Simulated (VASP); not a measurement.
# TePb (Fm-3m) in VASP: settings compared

Aim: see how the results for TePb move with the level of theory and the settings. Levels: RPBE+D4, PBE exchange alone, LDA, PBE+D3(BJ). Tasks: single point.

All numbers are computed with VASP 6.6.1; they aren't measurements. Logs are shortened: lines on timing, memory, paths and dates and some standing lists are left out, and cuts for length are marked.

### Step 1. The cell of the first run

It takes space group Fm-3m (No. 225, cubic). Conventional cell: a = 6.419 Å, b = 6.419 Å, c = 6.419 Å, α = 90.00°, β = 90.00°, γ = 90.00°. Within 4.2 Å of Pb (site symmetry m-3m) lie 6 Te at 3.21 Å. Within 4.2 Å of Te (site symmetry m-3m) lie 6 Pb at 3.21 Å.

### Step 2. Single point, RPBE+D4

INCAR

```
ALGO     = Normal         # electronic algorithm
EDIFF    = 1E-7           # SCF threshold, eV
ENCUT    = 520            # plane-wave cutoff, eV
GGA      = RP             # functional
ISIF     = 2              # what is computed and relaxed
ISMEAR   = -1             # smearing method
IVDW     = 13             # dispersion correction
LASPH    = True           # aspherical terms in the spheres
LCHARG   = False          # write CHGCAR
LREAL    = False          # projectors in reciprocal space
LWAVE    = False          # write WAVECAR
NBANDS   = 17             # bands
NELM     = 80             # most SCF steps
PREC     = Accurate       # precision mode
SIGMA    = 0.05           # smearing width, eV
```

KPOINTS

```
k-points
0
Gamma
  7 7 7
```

POSCAR

```
TePb
1.0
    0.0000000000      3.2093147829      3.2093147829
    3.2093147829      0.0000000000      3.2093147829
    3.2093147829      3.2093147829      0.0000000000
Pb Te
1 1
Direct
    0.0000000000      0.0000000000      0.0000000000
    0.5000000000      0.5000000000      0.5000000000
```

Potentials or basis: VASP PAW PBE potentials, release 64 (Pb_d, Te).

On the command line:

```console
$ cat potpaw_PBE.64/Pb_d/POTCAR potpaw_PBE.64/Te/POTCAR > POTCAR
$ mpirun -np 1 vasp_std > vasp.out
```

OUTCAR:

```text
EDIFF = 1E-7
   ENCUT = 520
   GGA = RP
   ISIF = 2
   ISMEAR = -1
   IVDW = 13
   LASPH = True
   LREAL = False
   NELM = 80
   PREC = Accurate

 ion  position               nearest neighbor table
   1  0.000  0.000  0.000-   2 3.21   2 3.21   2 3.21   2 3.21   2 3.21   2 3.21
   2  0.500  0.500  0.500-   1 3.21   1 3.21   1 3.21   1 3.21   1 3.21   1 3.21

  LATTYP: Found a face centered cubic cell.
 ALAT       =     6.4186295658

  Lattice vectors:

 A1 = (   0.0000000000,   3.2093147829,   3.2093147829)
 A2 = (   3.2093147829,   0.0000000000,   3.2093147829)
 A3 = (   3.2093147829,   3.2093147829,   0.0000000000)

Analysis of symmetry for initial positions (statically):
=====================================================================
 Subroutine PRICEL returns:
 Original cell was already a primitive cell.

 Routine SETGRP: Setting up the symmetry group for a
 face centered cubic supercell.

 Subroutine GETGRP returns: Found 48 space group operations
[... 9 lines left out ...]

 Routine SETGRP: Setting up the symmetry group for a
 face centered cubic supercell.

 Subroutine GETGRP returns: Found 48 space group operations
[... 11 lines left out ...]
                                     Primitive cell

  volume of cell :      66.1100

  direct lattice vectors                    reciprocal lattice vectors
     0.000000000  3.209314783  3.209314783    -0.155796497  0.155796497  0.155796497
     3.209314783  0.000000000  3.209314783     0.155796497 -0.155796497  0.155796497
     3.209314783  3.209314783  0.000000000     0.155796497  0.155796497 -0.155796497

  length of vectors
     4.538656492  4.538656492  4.538656492     0.269847448  0.269847448  0.269847448

  position of ions in fractional coordinates (direct lattice)
     0.000000000  0.000000000  0.000000000
     0.500000000  0.500000000  0.500000000

  ion indices of the primitive-cell ions
   primitive index   ion index
                 1           1
                 2           2

----------------------------------------------------------------------------------------

 KPOINTS: k-points

Automatic generation of k-mesh.
 Grid dimensions read from file:
 generate k-points for:    7    7    7

 Generating k-lattice:

  Cartesian coordinates                     Fractional coordinates (reciprocal lattice)
    -0.022256642  0.022256642  0.022256642     0.142857143  0.000000000  0.000000000
     0.022256642 -0.022256642  0.022256642     0.000000000  0.142857143  0.000000000
     0.022256642  0.022256642 -0.022256642     0.000000000  0.000000000  0.142857143

  Length of vectors
     0.038549635  0.038549635  0.038549635

  Shift w.r.t. Gamma in fractional coordinates (k-lattice)
     0.000000000  0.000000000  0.000000000

 Subroutine IBZKPT returns following result:
 ===========================================

 Found     20 irreducible k-points:

 Following reciprocal coordinates:
            Coordinates               Weight
  0.000000  0.000000  0.000000      1.000000
  0.142857  0.000000  0.000000      8.000000
  0.285714  0.000000  0.000000      8.000000
  0.428571  0.000000  0.000000      8.000000
  0.142857  0.142857  0.000000      6.000000
  0.285714  0.142857  0.000000     24.000000
[... 12 lines left out ...]
 -0.428571  0.428571  0.142857     24.000000
 -0.285714  0.428571  0.142857     24.000000
   k-points           NKPTS =     20   k-points in BZ     NKDIM =     20   number of bands    NBANDS=     17
   number of dos      NEDOS =    301   number of ions     NIONS =      2
   total plane-waves  NPLWV =  46656
   dimension x,y,z NGX =    36 NGY =   36 NGZ =   36
   dimension x,y,z NGXF=    72 NGYF=   72 NGZF=   72
   ions per type =               1   1
   NGX,Y,Z   is equivalent  to a cutoff of  13.19, 13.19, 13.19 a.u.
   NGXF,Y,Z  is equivalent  to a cutoff of  26.37, 26.37, 26.37 a.u.
 SYSTEM =  unknown system
   PREC   = accura    normal or accurate (medium, high low for compatibility)
   ISTART =      0    job   : 0-new  1-cont  2-samecut
   ICHARG =      2    charge: 1-file 2-atom 10-const
   ISPIN  =      1    spin polarized calculation?
   LNONCOLLINEAR =      F non collinear calculations
   LSORBIT =      F    spin-orbit coupling
   LASPH  =      T    aspherical Exc in radial PAW
   ENCUT  =  520.0 eV  38.22 Ry    6.18 a.u.   8.44  8.44  8.44*2*pi/ulx,y,z
   NELM   =     80;   NELMIN=  2; NELMDL= -5     # of ELM steps
   EDIFF  = 0.1E-06   stopping-criterion for ELM
   LREAL  =      F    real-space projection
   EDIFFG = 0.1E-05   stopping-criterion for IOM
   NSW    =      0    number of steps for IOM
   IBRION =     -1    ionic relax: 0-MD 1-quasi-New 2-CG
   NFREE  =      0    steps in history (QN), initial steepest desc. (CG)
   ISIF   =      2    stress and relaxation
   ISYM   =      2    0-nonsym 1-usesym 2-fastsym
   POTIM  = 0.5000    time-step for ionic-motion
   TEBEG  =    0.0;   TEEND  =   0.0 temperature during run
   PSTRESS=    0.0 pullay stress
   NELECT =      20.0000    total number of electrons
   NUPDOWN=      -1.0000    fix difference up-down
   EMIN   =  10.00;   EMAX   =-10.00  energy-range for DOS
   EFERMI =   0.00;   METHOD = LEGACY
   ISMEAR =    -1;   SIGMA  =   0.05  broadening in eV -4-tet -1-fermi 0-gaus
   EFERMI_NEDOS =   21; number of points for ismear=-14 and -15
   IALGO  =     38    algorithm
   IMIX   =      4    mixing-type and parameters
     AMIX     =   0.40;   BMIX     =  1.00
     AMIX_MAG =   1.60;   BMIX_MAG =  1.00
  volume/ion in A,a.u.               =      33.05       223.07
  Fermi-wavevector in a.u.,A,eV,Ry     =   1.098995  2.076800 16.432991  1.207791
  Thomas-Fermi vector in A             =   2.235382
   LORBIT       =      0    0 simple, 1 ext, 2 COOP (PROOUT), +10 PAW based schemes
   GGA     = RP    functional components
   LHFCALC =     F    Hartree Fock is set to
   AEXX    =    0.0000 exact exchange contribution
   IVDW    =    13    specifies the selected vdW correction
   LEPSILON=     F    determine dielectric tensor
   LRPA    =     F    only Hartree local field effects (RPA)
 non-spin polarized calculation
  energy-cutoff  :      520.00
  volume of cell :       66.11
 maximum number of plane-waves:      1807
 NGX is ok and might be reduce to    36
   NGX = 17   NGY = 17   NGZ = 17

 number of electron      20.0000000 magnetization

 Free energy of the ion-electron system (eV)
  ---------------------------------------------------
  ext. energy  EPLUGINS =         0.00000000
  ---------------------------------------------------
  free energy    TOTEN  =        -6.74321934 eV

  energy without entropy =       -6.74321739  energy(sigma->0) =       -6.74321836

 E-fermi :   6.4315     XC(G=0):  -9.2667

 val. band max:        5.9116802088   @ k =   0.4286   0.0000   0.0000
 cond. band min:       6.9431956029   @ k =   0.4286   0.0000   0.0000
 fundamental gap:      1.0315153941
 Fermi energy:         6.4315039827

 k-point     1 :       0.0000    0.0000    0.0000
  band No.  band energies     occupation
      1     -10.8172      2.00000
      2     -10.8172      2.00000
      3     -10.8100      2.00000
      4     -10.8100      2.00000
      5     -10.8100      2.00000
      6      -6.1646      2.00000
[... 9 lines left out ...]
     16      11.7714      0.00000
     17      13.4042      0.00000

 k-point     2 :       0.1429    0.0000    0.0000
  band No.  band energies     occupation
      1     -10.8199      2.00000
      2     -10.8199      2.00000
      3     -10.8094      2.00000
      4     -10.8068      2.00000
      5     -10.8068      2.00000
      6      -5.9852      2.00000
[... 9 lines left out ...]
     16      12.1554      0.00000
     17      14.7324      0.00000

 k-point     3 :       0.2857    0.0000    0.0000
  band No.  band energies     occupation
      1     -10.8271      2.00000
      2     -10.8271      2.00000
      3     -10.8084      2.00000
      4     -10.7988      2.00000
      5     -10.7988      2.00000
      6      -5.4768      2.00000
[... 9 lines left out ...]
     16      13.1875      0.00000
     17      16.9776      0.00000

 k-point     4 :       0.4286    0.0000    0.0000
  band No.  band energies     occupation
      1     -10.8330      2.00000
      2     -10.8330      2.00000
      3     -10.8077      2.00000
      4     -10.7921      2.00000
      5     -10.7921      2.00000
      6      -4.8246      2.00000
[... 9 lines left out ...]
     16      14.7028      0.00000
     17      16.1461      0.00000

 k-point     5 :       0.1429    0.1429    0.0000
  band No.  band energies     occupation
      1     -10.8263      2.00000
      2     -10.8149      2.00000
      3     -10.8120      2.00000
      4     -10.8051      2.00000
      5     -10.8051      2.00000
      6      -5.9255      2.00000
[... 9 lines left out ...]
     16      12.8146      0.00000
     17      14.1375      0.00000

 k-point     6 :       0.2857    0.1429    0.0000
  band No.  band energies     occupation
      1     -10.8361      2.00000
      2     -10.8176      2.00000
      3     -10.8116      2.00000
      4     -10.7999      2.00000
      5     -10.7974      2.00000
      6      -5.5279      2.00000
[... 9 lines left out ...]
     16      13.8647      0.00000
     17      15.4823      0.00000
[... 201 lines left out ...]
 k-point    17 :       0.4286    0.2857    0.1429
  band No.  band energies     occupation
      1     -10.8466      2.00000
      2     -10.8192      2.00000
      3     -10.8108      2.00000
      4     -10.7938      2.00000
      5     -10.7938      2.00000
      6      -5.0696      2.00000
[... 9 lines left out ...]
     16      14.9840      0.00000
     17      15.7430      0.00000

 k-point    18 :      -0.4286    0.2857    0.1429
  band No.  band energies     occupation
      1     -10.8519      2.00000
      2     -10.8236      2.00000
      3     -10.8051      2.00000
      4     -10.7965      2.00000
      5     -10.7883      2.00000
      6      -4.5331      2.00000
[... 9 lines left out ...]
     16      15.4152      0.00000
     17      16.4675      0.00000

 k-point    19 :      -0.4286    0.4286    0.1429
  band No.  band energies     occupation
      1     -10.8701      2.00000
      2     -10.8136      2.00000
      3     -10.8133      2.00000
      4     -10.7902      2.00000
      5     -10.7837      2.00000
      6      -4.4220      2.00000
[... 9 lines left out ...]
     16      16.2347      0.00000
     17      16.9665      0.00000

 k-point    20 :      -0.2857    0.4286    0.1429
  band No.  band energies     occupation
      1     -10.8633      2.00000
      2     -10.8196      2.00000
      3     -10.8052      2.00000
      4     -10.7977      2.00000
      5     -10.7838      2.00000
      6      -4.2841      2.00000
[... 9 lines left out ...]
     16      16.3333      0.00000
     17      16.8439      0.00000

------------------------ aborting loop because EDIFF is reached ----------------------------------------

  DFT-D4 for vdW energy calculation

  Edisp (eV):   -1.56707

  FORCE on cell =-STRESS in cart. coord.  units (eV):
  Direction    XX          YY          ZZ          XY          YZ          ZX
  --------------------------------------------------------------------------------------
  -------------------------------------------------------------------------------------
  Total       0.33418     0.33418     0.33418     0.00000     0.00000     0.00000
  in kB       8.09886     8.09886     8.09886     0.00000     0.00000     0.00000
  external pressure =        8.10 kB  Pullay stress =        0.00 kB

 VOLUME and BASIS-vectors are now :
 -----------------------------------------------------------------------------
  energy-cutoff  :      520.00
  volume of cell :       66.11
      direct lattice vectors                 reciprocal lattice vectors
     0.000000000  3.209314783  3.209314783    -0.155796497  0.155796497  0.155796497
     3.209314783  0.000000000  3.209314783     0.155796497 -0.155796497  0.155796497
     3.209314783  3.209314783  0.000000000     0.155796497  0.155796497 -0.155796497

 POSITION                                       TOTAL-FORCE (eV/Angst)
 -----------------------------------------------------------------------------------
      0.00000      0.00000      0.00000        -0.000000      0.000000     -0.000000
      3.20931      3.20931      3.20931         0.000000     -0.000000      0.000000
 -----------------------------------------------------------------------------------
    total drift:                               -0.000000      0.000000      0.000000

  FREE ENERGIE OF THE ION-ELECTRON SYSTEM (eV)
  ---------------------------------------------------
  free  energy   TOTEN  =        -8.3102928476 eV

  energy  without entropy=       -8.3102909001  energy(sigma->0) =       -8.31029187
```

Wall time 15 s (1 thread of Intel Xeon 6975P-C (Granite Rapids), shared host); peak memory 0.21 GiB.

Results:

- Free energy: -8.3103 eV
- Pressure: 0.8 GPa
- Dispersion energy per atom: -0.784 eV

Caveat: this odd mesh misses L, where the gap lies, so gap, dielectric constants and Born charges aren't listed; the PAW data sets were made with another functional, which shifts forces and pressure a little; spin-orbit coupling is left out, which moves the levels of the heavy elements.

(Continued in part 2 of 2.)
